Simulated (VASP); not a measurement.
# AlSn (P-6m2) in VASP: notebook, part 2 of 2

VASP 6.6.1. The steps go on from the part before.

### 3 Single point, PBE, non-collinear spin, zero start, spin-orbit coupling

Input file INCAR:

```
ALGO = Normal
EDIFF = 1E-7
ENCUT = 520
GGA = PE
GGA_COMPAT = F
ISIF = 2
ISMEAR = -1
LASPH = T
LCHARG = F
LORBIT = 11
LORBMOM = T
LREAL = F
LSORBIT = T
LWAVE = F
MAGMOM = 0 0 0 0 0 0
NBANDS = 29
NELM = 150
PREC = Accurate
SIGMA = 0.05
```

Input file KPOINTS:

```
k-points
0
Gamma
  5 5 6
```

Input file POSCAR:

```
AlSn
1.0
    4.1981056157      0.0000000000      0.0000000000
   -2.0990528078      3.6356661109      0.0000000000
    0.0000000000      0.0000000000      3.3068470000
Sn Al
1 1
Direct
    0.3333333333      0.6666666667      0.5000000000
    0.0000000000      0.0000000000      0.0000000000
```

Potentials or basis: VASP PAW PBE potentials, release 64 (Sn_d, Al).

Command:

```bash
cat potpaw_PBE.64/Sn_d/POTCAR potpaw_PBE.64/Al/POTCAR > POTCAR
mpirun -np 1 vasp_ncl > vasp.out
```

OUTCAR:

```text
EDIFF = 1E-7
   ENCUT = 520
   GGA = PE
   ISIF = 2
   ISMEAR = -1
   LASPH = T
   LORBIT = 11
   LREAL = F
   LSORBIT = T
   NELM = 150
   PREC = Accurate

 ion  position               nearest neighbor table
   1  0.333  0.667  0.500-   2 2.93   2 2.93   2 2.93   2 2.93   2 2.93   2 2.93
   2  0.000  0.000  0.000-   1 2.93   1 2.93   1 2.93   1 2.93   1 2.93   1 2.93

  LATTYP: Found a hexagonal cell.
 ALAT       =     4.1981056157
 C/A-ratio  =     0.7876998110

  Lattice vectors:

 A1 = (   4.1981056157,   0.0000000000,   0.0000000000)
 A2 = (  -2.0990528078,   3.6356661109,   0.0000000000)
 A3 = (   0.0000000000,   0.0000000000,   3.3068470000)

Analysis of symmetry for initial positions (statically):
=====================================================================
 Subroutine PRICEL returns:
 Original cell was already a primitive cell.

 Routine SETGRP: Setting up the symmetry group for a
 hexagonal supercell.

 Subroutine GETGRP returns: Found 12 space group operations
 (whereof 12 operations were pure point group operations)
 out of a pool of 24 trial point group operations.

The static configuration has the point symmetry D_3h.

Analysis of symmetry for dynamics (positions and initial velocities):
=====================================================================
 Subroutine PRICEL returns:
 Original cell was already a primitive cell.

 Routine SETGRP: Setting up the symmetry group for a
 hexagonal supercell.

 Subroutine GETGRP returns: Found 12 space group operations
 (whereof 12 operations were pure point group operations)
 out of a pool of 24 trial point group operations.

The dynamic configuration has the point symmetry D_3h.

Analysis of structural, dynamic, and magnetic symmetry:
=====================================================================
 Subroutine PRICEL returns:
 Original cell was already a primitive cell.

 Routine SETGRP: Setting up the symmetry group for a
 hexagonal supercell.

 Subroutine GETGRP returns: Found 12 space group operations
 (whereof 12 operations were pure point group operations)
 out of a pool of 24 trial point group operations.

The overall configuration has the point symmetry D_3h.

 Subroutine INISYM returns: Found 12 space group operations
 (whereof 12 operations are pure point group operations),
 and found     1 'primitive' translations

----------------------------------------------------------------------------------------

                                     Primitive cell

  volume of cell :      50.4721

  direct lattice vectors                    reciprocal lattice vectors
     4.198105616  0.000000000  0.000000000     0.238202678  0.137526380  0.000000000
    -2.099052808  3.635666111  0.000000000     0.000000000  0.275052760  0.000000000
     0.000000000  0.000000000  3.306847000     0.000000000  0.000000000  0.302402863

  length of vectors
     4.198105616  4.198105616  3.306847000     0.275052760  0.275052760  0.302402863

[... 144 lines left out ...]
      6     -14.4831      1.00000
[... 757 lines left out ...]
     28      14.4697      0.00000
     29      14.5603      0.00000

 [... further k-points ...]
[... 5 lines left out ...]
  --------------------------------------------------------------------------------------
  -------------------------------------------------------------------------------------
  Total        0.0960637      0.0960637     -0.2300144      0.0000000      0.0000000      0.0000000
  in kB        3.0494279      3.0494279     -7.3015335      0.0000000      0.0000000      0.0000000
  external PRESSURE =      -0.4008926 kB  Pullay stress =       0.0000000 kB

 VOLUME and BASIS-vectors are now :
 -----------------------------------------------------------------------------
  energy-cutoff  :      520.00
  volume of cell :       50.47
      direct lattice vectors                 reciprocal lattice vectors
     4.198105616  0.000000000  0.000000000     0.238202678  0.137526380  0.000000000
    -2.099052808  3.635666111  0.000000000     0.000000000  0.275052760  0.000000000
     0.000000000  0.000000000  3.306847000     0.000000000  0.000000000  0.302402863

 POSITION                                       TOTAL-FORCE (eV/Angst)
 -----------------------------------------------------------------------------------
     -0.00000      2.42378      1.65342         0.000000     -0.000000      0.000000
      0.00000      0.00000      0.00000        -0.000000      0.000000      0.000000
 -----------------------------------------------------------------------------------
    total drift:                                0.000000     -0.000000      0.000000

  FREE ENERGIE OF THE ION-ELECTRON SYSTEM (eV)
  ---------------------------------------------------
  free  energy   TOTEN  =        -7.1811936259 eV

  energy  without entropy=       -7.1711906622  energy(sigma->0) =       -7.17619214

 orbital moment (x)

 # of ion     p       d       tot
 ----------------------------------------
  1         0.000   0.000   0.000
  2         0.000   0.000   0.000
 ----------------------------------------
            0.000   0.000   0.000

 orbital moment (y)

 # of ion     p       d       tot
 ----------------------------------------
  1         0.000   0.000   0.000
  2        -0.000   0.000  -0.000
 ----------------------------------------
            0.000   0.000   0.000

 orbital moment (z)

 # of ion     p       d       tot
 ----------------------------------------
  1         0.000  -0.000  -0.000
  2         0.000   0.000   0.000
 ----------------------------------------
            0.000  -0.000  -0.000

 Spin-Orbit-Coupling matrix elements

 Ion:    1  E_soc:     -0.1119208
 l=   1
     0.0000000    -0.0119783    -0.0132990
    -0.0119783     0.0000000    -0.0119783
    -0.0132990    -0.0119783     0.0000000
 l=   2
     0.0000000    -0.0012535     0.0000000    -0.0012535    -0.0050111
    -0.0012535     0.0000000    -0.0037347    -0.0012100    -0.0012535
     0.0000000    -0.0037347     0.0000000    -0.0037347     0.0000000
    -0.0012535    -0.0012100    -0.0037347     0.0000000    -0.0012535
    -0.0050111    -0.0012535     0.0000000    -0.0012535     0.0000000
 l=   3
     0.0000000     0.0000000     0.0000000     0.0000000     0.0000000     0.0000000     0.0000000
     0.0000000     0.0000000     0.0000000     0.0000000     0.0000000     0.0000000     0.0000000
     0.0000000     0.0000000     0.0000000     0.0000000     0.0000000     0.0000000     0.0000000
     0.0000000     0.0000000     0.0000000     0.0000000     0.0000000     0.0000000     0.0000000
     0.0000000     0.0000000     0.0000000     0.0000000     0.0000000     0.0000000     0.0000000
     0.0000000     0.0000000     0.0000000     0.0000000     0.0000000     0.0000000     0.0000000
     0.0000000     0.0000000     0.0000000     0.0000000     0.0000000     0.0000000     0.0000000

 Ion:    2  E_soc:     -0.0002089
 l=   1
     0.0000000    -0.0000202    -0.0000641
    -0.0000202     0.0000000    -0.0000202
    -0.0000641    -0.0000202     0.0000000
 l=   2
     0.0000000     0.0000000     0.0000000     0.0000000     0.0000000
     0.0000000     0.0000000     0.0000000     0.0000000     0.0000000
     0.0000000     0.0000000     0.0000000     0.0000000     0.0000000
     0.0000000     0.0000000     0.0000000     0.0000000     0.0000000
     0.0000000     0.0000000     0.0000000     0.0000000     0.0000000
 l=   3
     0.0000000     0.0000000     0.0000000     0.0000000     0.0000000     0.0000000     0.0000000
     0.0000000     0.0000000     0.0000000     0.0000000     0.0000000     0.0000000     0.0000000
     0.0000000     0.0000000     0.0000000     0.0000000     0.0000000     0.0000000     0.0000000
     0.0000000     0.0000000     0.0000000     0.0000000     0.0000000     0.0000000     0.0000000
     0.0000000     0.0000000     0.0000000     0.0000000     0.0000000     0.0000000     0.0000000
     0.0000000     0.0000000     0.0000000     0.0000000     0.0000000     0.0000000     0.0000000
     0.0000000     0.0000000     0.0000000     0.0000000     0.0000000     0.0000000     0.0000000

 total charge

# of ion       s       p       d       tot
------------------------------------------
    1        1.209   1.096   9.978  12.284
    2        0.466   0.283   0.000   0.749
--------------------------------------------------
tot          1.675   1.379   9.978  13.033

 magnetization (x)

# of ion       s       p       d       tot
------------------------------------------
    1        0.000   0.000   0.000   0.000
    2       -0.000   0.000   0.000  -0.000
--------------------------------------------------
tot         -0.000   0.000   0.000  -0.000

 magnetization (y)

# of ion       s       p       d       tot
------------------------------------------
    1       -0.000   0.000   0.000  -0.000
    2        0.000   0.000   0.000   0.000
--------------------------------------------------
tot         -0.000   0.000   0.000  -0.000

 magnetization (z)

# of ion       s       p       d       tot
------------------------------------------
    1        0.000   0.000   0.000   0.000
    2       -0.000  -0.000   0.000  -0.000
--------------------------------------------------
tot         -0.000  -0.000   0.000  -0.000
```

OSZICAR:

```text
N       E                     dE             d eps       ncg     rms          rms(c)
DAV:   1     0.139073175181E+03    0.13907E+03   -0.77954E+03  1674   0.145E+03
DAV:   2     0.103296630795E+02   -0.12874E+03   -0.12339E+03  1624   0.422E+02
DAV:   3    -0.653672723125E+01   -0.16866E+02   -0.16530E+02  1887   0.126E+02
DAV:   4    -0.719016278361E+01   -0.65344E+00   -0.65201E+00  1965   0.264E+01
DAV:   5    -0.721574900189E+01   -0.25586E-01   -0.25585E-01  2323   0.513E+00    0.232E+00
DAV:   6    -0.719183052240E+01    0.23918E-01   -0.20219E-02  2151   0.213E+00    0.134E+00
DAV:   7    -0.718112950478E+01    0.10701E-01   -0.14589E-02  2218   0.159E+00    0.778E-01
DAV:   8    -0.718106269748E+01    0.66807E-04   -0.14088E-03  2115   0.293E-01    0.113E-01
DAV:   9    -0.718116385957E+01   -0.10116E-03   -0.43729E-04  2028   0.316E-01    0.323E-02
DAV:  10    -0.718119094120E+01   -0.27082E-04   -0.37606E-05  2100   0.515E-02    0.710E-03
DAV:  11    -0.718119321380E+01   -0.22726E-05   -0.44167E-06  1992   0.216E-02    0.343E-03
DAV:  12    -0.718119366288E+01   -0.44908E-06   -0.11162E-06  1636   0.670E-03    0.129E-03
DAV:  13    -0.718119362593E+01    0.36956E-07   -0.81522E-08  1595   0.374E-03
   1 F= -.71811936E+01 E0= -.71761921E+01  d E =-.100030E-01  mag=    -0.0000    -0.0000     0.0000
```

stdout:

```text
POSCAR found type information on POSCAR SnAl
 POSCAR found :  2 types and       2 ions
 scaLAPACK will be used
 LDA part: xc-table for (Slater+PW92), standard interpolation
 POSCAR, INCAR and KPOINTS ok, starting setup
 FFT: planning ... GRIDC
 FFT: planning ... GRID_SOFT
 FFT: planning ... GRID
 WAVECAR not read
 entering main loop
```

Wall time 1.7 min (1 thread of Intel Xeon 8259CL, shared host); peak memory 0.31 GiB.

Results:

```
Free energy                                           : -7.1812 eV
Pressure                                              : 0.0 GPa
Net moment                                            : 0.00 μB per cell
Valence electrons inside the program's atomic spheres : Sn 12.28; Al 0.75
```

Stress tensor (GPa, compression positive):
```
 0.30  0.00  0.00
 0.00  0.30  0.00
 0.00  0.00 -0.73
```

Moments on the atoms (μB; x, y, z):
```
Sn  0.00 0.00 0.00
Al  0.00 0.00 0.00
```
